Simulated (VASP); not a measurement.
Runs of VASP 6.6.1 on Ge. The structure is orthorhombic, space group Imma (No. 74). Conventional cell: a = 4.992 Å, b = 5.302 Å, c = 2.874 Å, α = 90.00°, β = 90.00°, γ = 90.00°. Within 3.5 Å of Ge (site symmetry mm2) lie 8 Ge at 2.68 to 3.08 Å. 

```tsv
k mesh	gap on the mesh (eV)	pressure (GPa)	largest force (eV/Å)
7 × 7 × 7	none	-1.8	0.08
9 × 9 × 9	none	-1.4	0.07
3 × 3 × 3	none	(c)	0.11
5 × 5 × 5	none	(a)	(b)
```

Alike in all rows: task single point; level r2SCAN; potentials or basis VASP PAW PBE potentials, release 64 (Ge_d); no spin polarisation; cell as given; cutoff (eV) 520; smearing fermi-dirac 0.15 eV.

Q: Estimate the missing entries.

A: (a) -0.5; (b) 0.12; (c) -3.3.

Caveats: some runs use coarse meshes; the PAW data sets were made with another functional, which shifts forces and pressure a little.

A k mesh can miss the band edges, and the runs leave out spin-orbit coupling on Ge.

A gap of «none» marks levels without a gap at the run's occupations.
